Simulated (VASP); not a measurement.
Wanted: the native input for a VASP 6.6.1 run.

```
Task                            : G0W0 quasiparticle levels
Functional                      : PBE
Potentials or basis             : VASP PAW PBE potentials, release 64 (Ba_sv_GW, S_GW)
Cutoff                          : 500 eV
k mesh                          : 4 × 4 × 4
Occupations                     : gaussian, width 0.01 eV
Spin                            : no spin polarisation
Dipole correction               : no
GW scheme                       : G0W0
GW iterations                   : 1
Cutoff of the response function : 80
Frequency points                : 96
Empty bands                     : 107
Further INCAR settings          : ALGO = EVGW0; EDIFF = 1e-08; NBANDS = 115
```

The system is BaS.

```xyz
2
Lattice="0.0000 3.2118 3.2118 3.2118 0.0000 3.2118 3.2118 3.2118 0.0000" Properties=species:S:1:pos:R:3 pbc="T T T"
Ba    0.0000    0.0000    0.0000
S     3.2118    3.2118    3.2118
```

These files were run (other wordings do the same):

POSCAR

```
BaS
1.0
    0.0000000000      3.2117958731      3.2117958731
    3.2117958731      0.0000000000      3.2117958731
    3.2117958731      3.2117958731      0.0000000000
Ba S
1 1
Direct
    0.0000000000      0.0000000000      0.0000000000
    0.5000000000      0.5000000000      0.5000000000
```

INCAR.step1

```
SYSTEM = BaS
PREC     = Accurate       ! precision mode
ENCUT    = 500            ! plane-wave cutoff, eV
EDIFF    = 1E-8           ! SCF threshold, eV
ISMEAR   = 0              ! smearing method
SIGMA    = 0.01           ! smearing width, eV
LREAL    = .False.        ! projectors in reciprocal space
LASPH    = .True.         ! aspherical terms in the spheres
NELM     = 60             ! most SCF steps
ALGO     = Normal         ! electronic algorithm
LWAVE    = .True.         ! write WAVECAR
LCHARG   = .False.        ! write CHGCAR
GGA      = PE             ! functional
```

INCAR.step2

```
SYSTEM = BaS
PREC     = Accurate       ! precision mode
ENCUT    = 500            ! plane-wave cutoff, eV
EDIFF    = 1E-8           ! SCF threshold, eV
ISMEAR   = 0              ! smearing method
SIGMA    = 0.01           ! smearing width, eV
LREAL    = .False.        ! projectors in reciprocal space
LASPH    = .True.         ! aspherical terms in the spheres
NELM     = 1              ! most SCF steps
ALGO     = Exact          ! electronic algorithm
LWAVE    = .True.         ! write WAVECAR
LCHARG   = .False.        ! write CHGCAR
GGA      = PE             ! functional
NBANDS   = 115            ! bands
LOPTICS  = .True.         ! frequency-dependent dielectric function
ISTART   = 1
```

INCAR.step3

```
SYSTEM = BaS
PREC     = Accurate       ! precision mode
ENCUT    = 500            ! plane-wave cutoff, eV
EDIFF    = 1E-8           ! SCF threshold, eV
ISMEAR   = 0              ! smearing method
SIGMA    = 0.01           ! smearing width, eV
LREAL    = .False.        ! projectors in reciprocal space
LASPH    = .True.         ! aspherical terms in the spheres
ALGO     = EVGW0          ! electronic algorithm
LWAVE    = .False.        ! write WAVECAR
LCHARG   = .False.        ! write CHGCAR
GGA      = PE             ! functional
NELMGW   = 1            
NBANDS   = 115            ! bands
ENCUTGW  = 80.0           ! cutoff of the response function
NOMEGA   = 96             ! frequency points
PRECFOCK = Fast         
ISTART   = 1            
NBANDSGW = 16           
OMEGAMAX = 30
```

KPOINTS

```
Automatic mesh
0
Gamma
  4 4 4
  0 0 0
```

Potentials or basis: VASP PAW PBE potentials, release 64 (Ba_sv_GW, S_GW).

Command:

```console
$ cat potpaw_PBE.64/Ba_sv_GW/POTCAR potpaw_PBE.64/S_GW/POTCAR > POTCAR
$ cp INCAR.step1 INCAR
$ mpirun -np 1 vasp_std > vasp.out
$ cp INCAR.step2 INCAR
$ mpirun -np 1 vasp_std > vasp.out
$ cp INCAR.step3 INCAR
$ mpirun -np 1 vasp_std > vasp.out
```

It gave:

The quasiparticle gap is 3.32 eV. The least direct quasiparticle gap is 3.46 eV. The band gap of the starting levels on the mesh is 2.23 eV and the least direct gap of the starting levels on the mesh is 2.34 eV.

Caveat: the k points lie up to 0.42 Å⁻¹ apart; bands, screening cutoff and mesh are small and nothing is extrapolated, so the quasiparticle values aren't converged; spin-orbit coupling is left out, which moves the levels of the heavy elements.

It took 2.4 min on 1 thread of Intel(R) Xeon(R) 6975P-C (Granite Rapids), on a shared host, peak memory 0.84 GiB.
